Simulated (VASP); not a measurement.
Set up this calculation in VASP 6.6.1, as the native input.

* Task: single point
* Functional: PBE
* Dispersion: D3(BJ)
* Potentials or basis: VASP PAW PBE potentials, release 64 (C, N, H)
* Cutoff: 520 eV
* k mesh: 1 × 1 × 1
* Occupations: fermi-dirac, width 0.02 eV
* Spin: no spin polarisation
* Dipole correction: no
* Further INCAR settings: LREAL = Auto; ALGO = Normal; EDIFF = 1e-06; NBANDS = 72

The structure of H3C2N lies in POSCAR:

```
H3C2N
1.0
    6.6600710000      0.0000000000      0.0000000000
    0.0000000000      6.6600710000      0.0000000000
    0.0000000000      0.0000000000      6.6600710000
C N H
12 6 18
Direct
    0.2762883459      0.0607050585      0.5995731877
    0.2880449773      0.1388874083      0.4048155042
    0.8259521558      0.0287234175      0.8132195588
    0.6539419775     -0.0357053251      0.9230231930
    0.9835330584      0.5614354562      0.2350275245
    1.0541629361      0.5933570378      0.4484486727
    0.4487189401      0.6087472641      0.2653275018
    0.5371864654      0.7050975883      0.4332536395
    0.8701859184      0.0525069477      0.2947866472
    0.7548117730      0.2009287889      0.3877736439
    0.3817677019      0.4860008249      0.8290902604
    0.5829066987      0.4488690886      0.8784290738
    0.2828648523      0.2074152062      0.2422346549
    0.4991087933     -0.0888879413      0.9812207708
    1.1144926233      0.6404886675      0.6033719460
    0.6395577465      0.7666735084      0.5603393718
    0.6495426250      0.3043811395      0.4776976101
    0.7472743158      0.4333887732      0.9337137697
    0.1599532497     -0.0500745412      0.6236119705
    0.4211666813     -0.0198946828      0.6264647929
    0.2597720054      0.1891421278      0.7093317774
    0.8592250743     -0.0921161351      0.7116440651
    0.7971236343      0.1745476888      0.7418089086
    0.9482031047      0.0531525865      0.9123626460
    0.9553501757      0.7011186517      0.1616499284
    1.0853487898      0.4659710084      0.1549983476
    0.8504864287      0.4714964750      0.2427301451
    0.3286901896      0.6926953181      0.2048927106
    0.5493635128      0.5760298952      0.1411846811
    0.3916024319      0.4649800280      0.3046213772
    0.9812508005     -0.0252700009      0.3935693779
    0.7669738055     -0.0531676014      0.2132860145
    0.9479628671      0.1166353932      0.1658841175
    0.3259875157      0.6420502124      0.8153967127
    0.3581793648      0.4312266341      0.6803981519
    0.2846816498      0.4049356231      0.9286387487
```

The input as run:

INCAR

```
  PREC = Accurate
  ENCUT = 520
  EDIFF = 1E-6
  ISMEAR = -1
  SIGMA = 0.02
  LREAL = Auto
  LASPH = True
  NELM = 120
  ALGO = Normal
  ISIF = 2
  LWAVE = False
  LCHARG = True
  GGA = PE
  IVDW = 12
  LELF = True
  LVHAR = True
  NBANDS = 72
  GGA_COMPAT = False
```

KPOINTS

```
regular mesh
0
Gamma
  1 1 1
```

Potentials or basis: VASP PAW PBE potentials, release 64 (C, N, H).

Command:

```console
$ cat potpaw_PBE.64/C/POTCAR potpaw_PBE.64/N/POTCAR potpaw_PBE.64/H/POTCAR > POTCAR
$ mpirun -np 1 vasp_gam > vasp.out
```

Results of the run:

* Pressure: 10.0 GPa
* Largest force: 3.503 eV/Å
* Band gap on the k mesh: 5.71 eV
* Dispersion energy per atom: -0.084 eV

Caveat: the k points lie up to 0.94 Å⁻¹ apart; the atoms stand as in a frame of molecular dynamics.

It took 49 s on 1 thread of Intel Xeon 8259CL, with other jobs on the host, peak memory 0.33 GiB.
